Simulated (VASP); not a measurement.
Crystal: Fe.

```xyz
1
Lattice="0.0000 1.9673 1.9910 1.5182 0.0000 1.9910 1.5182 1.9673 0.0000" Properties=species:S:1:pos:R:3 pbc="T T T"
Fe    0.0000    0.0000    0.0000
```

This cell differs from its parent crystal: volume scaled by 1.04.

Base run:

| Item | Value |
| --- | --- |
| Program | VASP 6.6.1 |
| Functional | LDA |
| Potentials or basis | VASP PAW LDA potentials, release 64 (Fe) |
| Cutoff | 520 eV |
| k mesh | 13 × 13 × 13 |
| Occupations | fermi-dirac, width 0.05 eV |
| Spin | collinear spin, ferromagnetic start |
| Starting moments | [3.0] μB |

Its results: pressure -24.5 GPa; net moment 2.19 μB per cell; site moments Fe +2.17 μB.

Q: The run is repeated on the same cell with these changes: functional from LDA to PBEsol; potentials or basis from VASP PAW LDA potentials, release 64 (Fe) to VASP PAW PBE potentials, release 64 (Fe). What comes out?

A: Pressure -15.3 GPa; net moment 2.30 μB per cell; site moments Fe +2.30 μB.

Caveats: the PAW data sets were made with another functional, which shifts forces and pressure a little (some runs).
